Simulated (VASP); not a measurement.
# Al: single point with PBEsol+D4

The system is Al.

```
Al
1.0
     0.00000    2.01122    2.01122
     2.01122    0.00000    2.01122
     2.01122    2.01122    0.00000
Al
1
Direct
  0.00000 0.00000 0.00000
```

- Program: VASP 6.6.1
- Task: single point
- Functional: PBEsol
- Dispersion: D4
- Potentials or basis: VASP PAW PBE potentials, release 64 (Al)
- Cutoff: 520 eV
- k mesh: 11 × 11 × 11
- Occupations: fermi-dirac, width 0.05 eV
- Spin: no spin polarisation
- Dipole correction: no
- Further INCAR settings: ALGO = Normal; EDIFF = 1e-06; NBANDS = 8

The pressure is -2.2 GPa and the dispersion energy per atom is -0.203 eV.

Levels at points of the mesh, in eV from the Fermi level:
| k point | band 1 | band 2 | band 3 | band 4 | band 5 | band 6 |
| --- | --- | --- | --- | --- | --- | --- |
| (0.00, 0.00, 0.00) | -11.23 | 12.67 | 12.67 | 12.67 | 14.27 | 14.27 |

Wall time 3.1 s on 1 thread of Intel Xeon 6975P-C (shared host), peak memory 0.13 GiB.

Caveat: the PAW data sets were made with another functional, which shifts forces and pressure a little; pairwise dispersion overbinds metals, which lowers pressure and volume.
